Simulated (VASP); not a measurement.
# V in VASP: a series of runs, part 2 of 2

VASP 6.6.1. Earlier steps stand in the parts before.

## Step 5: Single point, PBE, collinear spin, ferromagnetic start

INCAR

```
PREC     = Accurate       # precision mode
ENCUT    = 520            # plane-wave cutoff, eV
EDIFF    = 1E-6           # SCF threshold, eV
ISMEAR   = -1             # smearing method
SIGMA    = 0.05           # smearing width, eV
LREAL    = F              # projectors in reciprocal space
LASPH    = T              # aspherical terms in the spheres
NELM     = 150            # most SCF steps
ALGO     = Normal         # electronic algorithm
ISIF     = 2              # what is computed and relaxed
LWAVE    = F              # write WAVECAR
LCHARG   = T              # write CHGCAR
ISPIN    = 2              # spin polarisation
MAGMOM   = 2              # initial moments
LORBIT   = 11             # projections on sites
LMAXMIX  = 4              # l up to which the mixer works
GGA      = PE             # functional
LELF     = T              # ELF
LVHAR    = T            
NBANDS   = 16             # bands
```

KPOINTS

```
regular mesh
0
Gamma
  9 9 9
```

POSCAR

```
V
1.0
   -1.5446370000      1.5446370000      1.5143500000
    1.5446370000     -1.5446370000      1.5143500000
    1.5446370000      1.5446370000     -1.5143500000
V
1
Direct
    0.0000000000      0.0000000000      0.0000000000
```

Potentials or basis: VASP PAW PBE potentials, release 64 (V_sv).

On the command line:

```sh
> cat potpaw_PBE.64/V_sv/POTCAR > POTCAR
> mpirun -np 1 vasp_std > vasp.out
```

OUTCAR:

```text
PREC = Accurate
   ENCUT = 520
   EDIFF = 1E-6
   ISMEAR = -1
   LREAL = F
   LASPH = T
   NELM = 150
   ISIF = 2
   ISPIN = 2
   LORBIT = 11
   GGA = PE

 ion  position               nearest neighbor table
   1  0.000  0.000  0.000-

  LATTYP: Found a body centered tetragonal cell.
 ALAT       =     3.0892740000
 C/A-ratio  =     0.9803921569

  Lattice vectors:

 A1 = (  -1.5446370000,   1.5446370000,   1.5143500000)
 A2 = (   1.5446370000,  -1.5446370000,   1.5143500000)
 A3 = (   1.5446370000,   1.5446370000,  -1.5143500000)

Analysis of symmetry for initial positions (statically):
=====================================================================
 Subroutine PRICEL returns:
 Original cell was already a primitive cell.

 Routine SETGRP: Setting up the symmetry group for a
 body centered tetragonal supercell.

 Subroutine GETGRP returns: Found 16 space group operations
 (whereof 16 operations were pure point group operations)
 out of a pool of 16 trial point group operations.

The static configuration has the point symmetry D_4h.

Analysis of symmetry for dynamics (positions and initial velocities):
=====================================================================
 Subroutine PRICEL returns:
 Original cell was already a primitive cell.
[... 620 lines left out ...]
      6       7.9861      1.00000
[... 8 lines left out ...]
     15      35.6420      0.00000
     16      36.1669      0.00000

 [... further k-points ...]

 spin component 2

 k-point     1 :       0.0000    0.0000    0.0000
  band No.  band energies     occupation
      1     -54.9444      1.00000
      2     -28.3510      1.00000
      3     -28.3449      1.00000
      4     -28.3448      1.00000
      5       2.4386      1.00000
      6       9.1641      0.00442
[... 435 lines left out ...]
      5       6.2023      1.00000
      6       7.9976      1.00000
[... 8 lines left out ...]
     15      35.6526      0.00000
     16      36.1772      0.00000

 [... further k-points ...]
[... 5 lines left out ...]
  --------------------------------------------------------------------------------------
  -------------------------------------------------------------------------------------
  Total       -1.0084984     -1.0084984     -0.9647810      0.0000000      0.0000000      0.0000000
  in kB     -111.8012511   -111.8012511   -106.9547823      0.0000000      0.0000000      0.0000000
  external PRESSURE =    -110.1857615 kB  Pullay stress =       0.0000000 kB

 VOLUME and BASIS-vectors are now :
 -----------------------------------------------------------------------------
  energy-cutoff  :      520.00
  volume of cell :       14.45
      direct lattice vectors                 reciprocal lattice vectors
    -1.544637000  1.544637000  1.514350000     0.000000000  0.323700649  0.330174662
     1.544637000 -1.544637000  1.514350000     0.323700649  0.000000000  0.330174662
     1.544637000  1.544637000 -1.514350000     0.323700649  0.323700649  0.000000000

 POSITION                                       TOTAL-FORCE (eV/Angst)
 -----------------------------------------------------------------------------------
      0.00000      0.00000      0.00000         0.000000     -0.000000      0.000000
 -----------------------------------------------------------------------------------
    total drift:                                0.000000      0.000000      0.000000

  FREE ENERGIE OF THE ION-ELECTRON SYSTEM (eV)
  ---------------------------------------------------
  free  energy   TOTEN  =        -8.9589546258 eV

  energy  without entropy=       -8.9385079585  energy(sigma->0) =       -8.94873129

 total charge

# of ion       s       p       d       tot
------------------------------------------
    1        2.321   6.200   3.017  11.537

 magnetization (x)

# of ion       s       p       d       tot
------------------------------------------
    1        0.000   0.001   0.010   0.011
```

stdout:

```text
POSCAR found type information on POSCAR V
 POSCAR found :  1 types and       1 ions
 scaLAPACK will be used
 LDA part: xc-table for (Slater+PW92), standard interpolation
 POSCAR, INCAR and KPOINTS ok, starting setup
 FFT: planning ... GRIDC
 FFT: planning ... GRID_SOFT
 FFT: planning ... GRID
 WAVECAR not read
 entering main loop
```

It took 60 s on 1 thread of Intel Xeon Platinum 8375C at 2.90GHz (Ice Lake), shared host; peak memory 0.14 GiB.

Results:

```yaml
Free_energy: -8.9590 eV
Pressure: -11.0 GPa
Net_moment: 0.01 μB per cell
Valence_electrons_inside_the_program's_atomic_spheres: V 11.54
```

## Step 6: Single point, BLYP+D3(BJ), collinear spin, ferromagnetic start

This run uses another cell than the first one, of 12.32 Å³/atom, 0.853 times its volume.

INCAR

```
SYSTEM = V
PREC = Accurate
ENCUT = 520
EDIFF = 1E-6
ISMEAR = -1
SIGMA = 0.05
LREAL = .FALSE.
LASPH = .TRUE.
NELM = 150
ALGO = Normal
ISIF = 2
LWAVE = .FALSE.
LCHARG = .FALSE.
ISPIN = 2
MAGMOM = 2
LORBIT = 11
LMAXMIX = 4
GGA = B5
ALDAX = 1.0
AGGAX = 1.0
AGGAC = 1.0
ALDAC = 0.0
IVDW = 12
VDW_S6 = 1.0
VDW_S8 = 2.6996
VDW_A1 = 0.4298
VDW_A2 = 4.2359
NBANDS = 16
```

KPOINTS

```
Automatic mesh
0
G
  12 12 12
  0 0 0
```

POSCAR

```
V
1.0
   -1.4548167202      1.4548167202      1.4548167202
    1.4548167202     -1.4548167202      1.4548167202
    1.4548167202      1.4548167202     -1.4548167202
V
1
Direct
    0.0000000000      0.0000000000      0.0000000000
```

Potentials or basis: VASP PAW PBE potentials, release 64 (V_sv).

On the command line:

```sh
> cat potpaw_PBE.64/V_sv/POTCAR > POTCAR
> mpirun -np 1 vasp_std > vasp.out
```

OUTCAR:

```text
SYSTEM = V
   PREC = Accurate
   ENCUT = 520
   EDIFF = 1E-6
   ISMEAR = -1
   LREAL = .FALSE.
   LASPH = .TRUE.
   NELM = 150
   ISIF = 2
   ISPIN = 2
   LORBIT = 11
   GGA = B5
   IVDW = 12
 IVDW          = 12

 ion  position               nearest neighbor table
   1  0.000  0.000  0.000-

  LATTYP: Found a body centered cubic cell.
 ALAT       =     2.9096334404

  Lattice vectors:

[... 1125 lines left out ...]
  Direction    XX          YY          ZZ          XY          YZ          ZX
  --------------------------------------------------------------------------------------
  -------------------------------------------------------------------------------------
  Total       0.03282     0.03282     0.03282    -0.00000    -0.00000     0.00000
  in kB       4.26997     4.26997     4.26997    -0.00000    -0.00000     0.00000
  external pressure =        4.27 kB  Pullay stress =        0.00 kB

 VOLUME and BASIS-vectors are now :
 -----------------------------------------------------------------------------
  energy-cutoff  :      520.00
  volume of cell :       12.32
      direct lattice vectors                 reciprocal lattice vectors
    -1.454816720  1.454816720  1.454816720     0.000000000  0.343685904  0.343685904
     1.454816720 -1.454816720  1.454816720     0.343685904  0.000000000  0.343685904
     1.454816720  1.454816720 -1.454816720     0.343685904  0.343685904  0.000000000

 POSITION                                       TOTAL-FORCE (eV/Angst)
 -----------------------------------------------------------------------------------
      0.00000      0.00000      0.00000        -0.000000     -0.000000     -0.000000
 -----------------------------------------------------------------------------------
    total drift:                                0.000000     -0.000000      0.000000

  FREE ENERGIE OF THE ION-ELECTRON SYSTEM (eV)
  ---------------------------------------------------
  free  energy   TOTEN  =        -9.4915527765 eV

  energy  without entropy=       -9.4777863548  energy(sigma->0) =       -9.48466957

 total charge

# of ion       s       p       d       tot
------------------------------------------
    1        2.370   6.233   3.277  11.881

 magnetization (x)

# of ion       s       p       d       tot
------------------------------------------
    1        0.000   0.000   0.001   0.001
```

OSZICAR:

```text
N       E                     dE             d eps       ncg     rms          rms(c)
DAV:   1     0.931408610377E+02    0.93141E+02   -0.65688E+03  4672   0.906E+02
DAV:   2    -0.665506083814E+01   -0.99796E+02   -0.95583E+02  5096   0.270E+02
DAV:   3    -0.815759640425E+01   -0.15025E+01   -0.15010E+01  5176   0.361E+01
DAV:   4    -0.816281168100E+01   -0.52153E-02   -0.52152E-02  5464   0.223E+00
DAV:   5    -0.816285196233E+01   -0.40281E-04   -0.40280E-04  5224   0.183E-01    0.214E+01
DAV:   6    -0.772215169396E+01    0.44070E+00   -0.11706E+00  4728   0.177E+01    0.440E+00
DAV:   7    -0.773116108965E+01   -0.90094E-02   -0.90170E-02  5136   0.297E+00    0.303E+00
DAV:   8    -0.773912132141E+01   -0.79602E-02   -0.46242E-03  4832   0.838E-01    0.112E+00
DAV:   9    -0.773733514973E+01    0.17862E-02   -0.23737E-03  5128   0.558E-01    0.358E-01
DAV:  10    -0.773770656978E+01   -0.37142E-03   -0.60437E-04  5112   0.252E-01    0.450E-02
DAV:  11    -0.773772848875E+01   -0.21919E-04   -0.28182E-05  5088   0.548E-02    0.306E-02
DAV:  12    -0.773773565050E+01   -0.71617E-05   -0.11656E-05  4920   0.320E-02    0.919E-03
DAV:  13    -0.773773648458E+01   -0.83408E-06   -0.36785E-07  3432   0.518E-03
   1 F= -.94915528E+01 E0= -.94846696E+01  d E =-.137664E-01  mag=     0.0003
```

stdout:

```text
POSCAR found type information on POSCAR V
 POSCAR found :  1 types and       1 ions
 scaLAPACK will be used
 -----------------------------------------------------------------------------
|                                                                             |
|                                                                             |
|     You enforced a specific xc type in the INCAR file but a different       |
|     I HOPE YOU KNOW WHAT YOU ARE DOING!                                     |
|                                                                             |
 -----------------------------------------------------------------------------

 LDA part: xc-table for (Slater(with rela. corr.)+VWN5), standard interpolation
 POSCAR, INCAR and KPOINTS ok, starting setup
 FFT: planning ... GRIDC
 FFT: planning ... GRID_SOFT
 FFT: planning ... GRID
 WAVECAR not read
 entering main loop
```

Wall time 36 s (1 thread of Intel Xeon Platinum 8488C (Sapphire Rapids), shared host); peak memory 0.15 GiB.

What came out:

* Free energy: -9.4916 eV
* Pressure: 0.4 GPa
* Net moment: 0.00 μB per cell
* Valence electrons inside the program's atomic spheres: V 11.88
* Dispersion energy per atom: -1.754 eV

Levels at points of the mesh, in eV from the Fermi level:
Spin up:
| k point | band 4 | band 5 | band 6 | band 7 | band 8 | band 9 |
| --- | --- | --- | --- | --- | --- | --- |
| (0.00, 0.00, 0.00) | -36.68 | -6.58 | 0.35 | 0.35 | 0.35 | 2.62 |
| (0.50, 0.00, 0.00) | -36.69 | -3.46 | -1.37 | 2.22 | 2.63 | 3.03 |
| (0.50, 0.50, 0.50) | -37.49 | -3.41 | -3.41 | 4.08 | 4.08 | 4.08 |
Spin down:
```tsv
k point	band 4	band 5	band 6	band 7	band 8	band 9
(0.00, 0.00, 0.00)	-36.68	-6.58	0.35	0.35	0.35	2.62
(0.50, 0.00, 0.00)	-36.69	-3.45	-1.37	2.22	2.63	3.03
(0.50, 0.50, 0.50)	-37.48	-3.41	-3.41	4.08	4.08	4.08
```

Caveat: the PAW data sets were made with another functional, which shifts forces and pressure a little; pairwise dispersion overbinds metals, which lowers pressure and volume.

## Step 7: The runs side by side

```tsv
level	potentials or basis	cell	k mesh	smearing	gap on the mesh (eV)	pressure (GPa)	moment (μB)
LDA	VASP PAW LDA potentials, release 64 (V_sv)	a = 2.657 Å, angles 109.5°, 1 atom	12 × 12 × 12	fermi-dirac 0.05 eV	none	-22.4	0.00
LDA	VASP PAW LDA potentials, release 64 (V_sv)	a = 2.674 Å, angles 109.5°, 1 atom	12 × 12 × 12	fermi-dirac 0.05 eV	none	-24.5	0.00
PBE	VASP PAW PBE potentials, release 64 (V_sv)	a = 2.623 Å, angles 109.5°, 1 atom	12 × 12 × 12	gaussian 0.02 eV	none	-5.0	0.12
PBE	VASP PAW PBE potentials, release 64 (V_sv)	a = 2.658 Å, angles 108.9, 108.9, 110.5°, 1 atom	9 × 9 × 9	fermi-dirac 0.05 eV	none	-11.0	0.01
BLYP+D3(BJ)	VASP PAW PBE potentials, release 64 (V_sv)	a = 2.520 Å, angles 109.5°, 1 atom	12 × 12 × 12	fermi-dirac 0.05 eV	none	0.4	0.00
```

Alike in all rows: task single point; spin collinear, ferromagnetic start; cutoff (eV) 520.

Caveats: the PAW data sets were made with another functional, which shifts forces and pressure a little (some runs); pairwise dispersion overbinds metals, which lowers pressure and volume (some runs).

Total energies depend on the potentials used, so only differences within one code and one set of settings carry meaning.
